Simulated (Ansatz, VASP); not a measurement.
**Two plane-wave programs on Hf**

File INCAR:

```
SYSTEM = Hf
  ALGO = Normal
  EDIFF = 1E-7
  ENCUT = 520
  GGA = PE
  ISIF = 2
  ISMEAR = 0
  LASPH = .TRUE.
  LCHARG = .TRUE.
  LELF = .TRUE.
  LREAL = .FALSE.
  LVHAR = .TRUE.
  LWAVE = .FALSE.
  NBANDS = 22
  NELM = 80
  PREC = Accurate
  SIGMA = 0.1
```

File KPOINTS:

```
k-points
0
G
  6 6 6
  0 0 0
```

Contents of POSCAR:

```
Hf
1.0
    1.6673523697      0.9626463394      8.0582093804
   -1.6673523697      0.9626463394      8.0582093804
    0.0000000000     -1.9252926790      8.0582093804
Hf
3
Direct
    0.0000000000      0.0000000000      0.0000000000
    0.2222200000      0.2222200000      0.2222200000
    0.7777800000      0.7777800000      0.7777800000
```

Input for Ansatz:

```yaml
crystal:
  lattice:
    - [1.6673523697, 0.9626463394, 8.0582093804]
    - [-1.6673523697, 0.9626463394, 8.0582093804]
    - [0.0, -1.925292679, 8.0582093804]
  atoms:
    - { symbol: Hf, position: [0.0, 0.0, 0.0] }
    - { symbol: Hf, position: [0.22222, 0.22222, 0.22222] }
    - { symbol: Hf, position: [0.77778, 0.77778, 0.77778] }
basis:
  ecutwfc: 420
kpoints:
  mp_grid: { grid: [6, 6, 6] }
hamiltonian:
  xc: pbe
scf:
  occupations: { method: gaussian, width: 0.1 }
  lower_state_search: "off"
output:
  forces: true
  stress: true
  eigenvalues: true
```

Alike in both runs: task single point; functional PBE; k mesh 6 × 6 × 6; occupations gaussian, width 0.1 eV; no spin polarisation.

|  | VASP | Ansatz |
| --- | --- | --- |
| version | VASP 6.6.1 | Ansatz 0.2.0 |
| potentials or method | VASP PAW PBE potentials, release 64 (Hf_pv), cutoff 520 eV | scalar-relativistic, plane waves, PAW |
| valence electrons in the cell | 30 | 78 |

|  | VASP | Ansatz | Ansatz less VASP |
| --- | --- | --- | --- |
| gap on the k mesh at the Fermi level (eV) | none | none | - |
| pressure (GPa) | -11.7 | -11.3 | +0.40 |
| traceless stress, the component that is largest in VASP (GPa) | -0.25 | -0.22 | +0.034 |
| rms of the force components (eV/Å) | 0.028 | 0.028 | +0.0001 |

Atom by atom the forces differ by 0.000 eV/Å (rms over components). A gap of «none» marks a metal or a gap that the smearing closes. VASP's potentials hold 30 valence electrons a cell and Ansatz's 78, so a difference there can come from the potentials and not from the codes.

The k mesh is coarse, so the values compare programs but aren't converged. Neither program's run includes spin-orbit coupling.
